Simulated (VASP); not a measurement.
Crystal: Al2Cu.

```
Al Cu
1.0
    -2.99890    2.99890    2.39274
     2.99890   -2.99890    2.39274
     2.99890    2.99890   -2.39274
Al Cu
4 2
Direct
  0.84139 0.65861 0.50000
  0.65861 0.15861 0.81721
  0.34139 0.84139 0.18279
  0.15861 0.34139 0.50000
  0.25000 0.25000 0.00000
  0.75000 0.75000 0.00000
```

```yaml
Program: VASP 6.6.1
Task: relaxation of cell and atoms
Functional: PBE
Potentials_or_basis: VASP PAW PBE potentials, release 64 (Al, Cu)
Cutoff: 600 eV
k_mesh: 10 × 10 × 10
Occupations: gaussian, width 0.1 eV
Spin: no spin polarisation
```

At the start: pressure 4.2 GPa; volume 14.35 Å³/atom.

Question: Where does the relaxation end?

Answer: Over 13 steps the energy falls by 8.3 meV/atom and the volume is 14.94 Å³/atom (+4.1 %); space group I4/mcm (No. 140, to 0.05 Å).

Step by step:
| step | energy change (eV) | largest force (eV/Å) | pressure (GPa) | volume (Å³) |
| --- | --- | --- | --- | --- |
| 1 | 0.0000 | 0.0547 | 4.22 | 86.08 |
| 2 | -0.0443 | 0.0207 | -1.46 | 90.86 |
| 3 | -0.0492 | 0.0051 | 0.14 | 89.69 |
| 4 | -0.0491 | 0.0068 | -0.21 | 89.83 |
| 5 | -0.0497 | 0.0143 | -0.20 | 89.80 |
| 6 | -0.0499 | 0.0198 | -0.17 | 89.78 |
| 7 | -0.0500 | 0.0103 | 0.10 | 89.55 |
| 8 | -0.0500 | 0.0121 | 0.07 | 89.59 |
| 9 | -0.0500 | 0.0131 | 0.02 | 89.62 |
| 10 | -0.0500 | 0.0124 | -0.04 | 89.60 |
| 11 | -0.0500 | 0.0120 | -0.01 | 89.60 |
| 12 | -0.0500 | 0.0083 | 0.06 | 89.60 |
| 13 | -0.0500 | 0.0032 | 0.00 | 89.63 |

Final structure:
```cif
data_structure
_symmetry_space_group_name_H-M 'P 1'
_symmetry_Int_Tables_number 1
_cell_length_a 4.9308
_cell_length_b 4.9308
_cell_length_c 4.9308
_cell_angle_alpha 104.207
_cell_angle_beta 104.207
_cell_angle_gamma 120.607
_cell_volume 89.63
loop_
_atom_site_label
_atom_site_type_symbol
_atom_site_fract_x
_atom_site_fract_y
_atom_site_fract_z
_atom_site_occupancy
Al1 Al 0.84127 0.65873 0.50000 1
Al2 Al 0.65873 0.15873 0.81746 1
Al3 Al 0.34127 0.84127 0.18254 1
Al4 Al 0.15873 0.34127 0.50000 1
Cu1 Cu 0.25000 0.25000 0.00000 1
Cu2 Cu 0.75000 0.75000 0.00000 1
```
